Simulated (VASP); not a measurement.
Wanted: the native input for a VASP 6.6.1 run.

```yaml
Task: molecular dynamics
Functional: PBE
Potentials_or_basis: VASP PAW PBE potentials, release 64 (F, K_sv, Y_sv, Cs_sv)
Cutoff: 520 eV
k_mesh: 2 × 3 × 3
Occupations: fermi-dirac, width 0.1 eV
Spin: no spin polarisation
Dipole_correction: no
Further_INCAR_settings: ALGO = Normal; EDIFF = 1e-05; ISYM = 0; IBRION = 0; POTIM = 1.0; NSW = 40
```

The structure of Cs2KYF6 lies in POSCAR:

```
Cs2KYF6
1.0
    6.5680060000      1.0502620000     -0.5374090000
   -0.4723250000      5.5986790000     -0.2798340000
    1.7132300000      0.1324650000      6.1319480000
F K Y Cs
6 1 1 2
Direct
    0.2270290000      0.1176100000      0.2432090000
    0.3681060000      0.3303760000      0.3343650000
    0.9289570000      0.1783000000      0.1051860000
    0.3018880000      0.8535530000      0.0920250000
    0.1421670000      0.9211980000      0.5984350000
    0.4585670000      0.9130180000      0.8581460000
    0.8953280000      0.2737600000      0.5223900000
    0.8351170000      0.8079230000      0.8534810000
    0.2887080000      0.3980060000      0.8731350000
    0.5574870000      0.7945250000      0.4049770000
```

These files were run (other wordings do the same):

INCAR

```
PREC     = Accurate       # precision mode
ENCUT    = 520            # plane-wave cutoff, eV
EDIFF    = 1E-5           # SCF threshold, eV
ISMEAR   = -1             # smearing method
SIGMA    = 0.1            # smearing width, eV
LREAL    = False          # projectors in reciprocal space
LASPH    = True           # aspherical terms in the spheres
NELM     = 100            # most SCF steps
ALGO     = Normal         # electronic algorithm
ISIF     = 2              # what is computed and relaxed
LWAVE    = False          # write WAVECAR
LCHARG   = True           # write CHGCAR
GGA      = PE             # functional
IBRION   = 0              # ionic algorithm
NSW      = 40             # ionic steps
POTIM    = 1.0            # step
TEBEG    = 2000.0       
TEEND    = 2000.0       
ISYM     = 0            
NELMIN   = 4            
RANDOM_SEED= 716103 0 0   
MDALGO   = 2            
SMASS    = 0
```

KPOINTS

```
regular mesh
0
Gamma
  2 3 3
```

Potentials or basis: VASP PAW PBE potentials, release 64 (F, K_sv, Y_sv, Cs_sv).

Command:

```console
$ cat potpaw_PBE.64/F/POTCAR potpaw_PBE.64/K_sv/POTCAR potpaw_PBE.64/Y_sv/POTCAR potpaw_PBE.64/Cs_sv/POTCAR > POTCAR
$ mpirun -np 1 vasp_std > vasp.out
```

It took 17 min on 1 thread of Intel(R) Xeon(R) 6975P-C (Granite Rapids), with other jobs on the host, peak memory 0.49 GiB.
